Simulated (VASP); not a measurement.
The system is BaW3.

```
Ba W
1.0
     4.29050    0.00000    0.00000
     0.00000    4.29050    0.00000
     0.00000    0.00000    4.29050
Ba W
1 3
Direct
  0.00000 0.00000 0.00000
  0.00000 0.50000 0.50000
  0.50000 0.00000 0.50000
  0.50000 0.50000 0.00000
```

```yaml
Program: VASP 6.6.1
Task: relaxation of cell and atoms
Functional: PBE
Potentials_or_basis: VASP PAW PBE potentials, release 64 (Ba_sv, W_sv)
Cutoff: 600 eV
k_mesh: 12 × 12 × 12
Occupations: gaussian, width 0.1 eV
Spin: no spin polarisation
```

At the start: pressure 3.9 GPa; volume 19.75 Å³/atom.

Problem. Where does the relaxation end?

Solution. Over 3 steps the energy falls by 7.0 meV/atom and the volume is 20.35 Å³/atom (+3.0 %); space group Pm-3m (No. 221, to 0.1 Å) before and after.

Step by step:
| step | energy change (eV) | largest force (eV/Å) | pressure (GPa) | volume (Å³) |
| --- | --- | --- | --- | --- |
| 1 | 0.0000 | 0.0000 | 3.90 | 78.98 |
| 2 | 0.0180 | 0.0000 | -4.42 | 84.60 |
| 3 | -0.0281 | 0.0000 | -0.04 | 81.39 |

Final structure:
```xyz
4
Lattice="4.3336 0.0000 0.0000 0.0000 4.3336 0.0000 0.0000 0.0000 4.3336" Properties=species:S:1:pos:R:3 pbc="T T T"
Ba    0.0000    0.0000    0.0000
W     0.0000    2.1668    2.1668
W     2.1668    0.0000    2.1668
W     2.1668    2.1668    0.0000
```
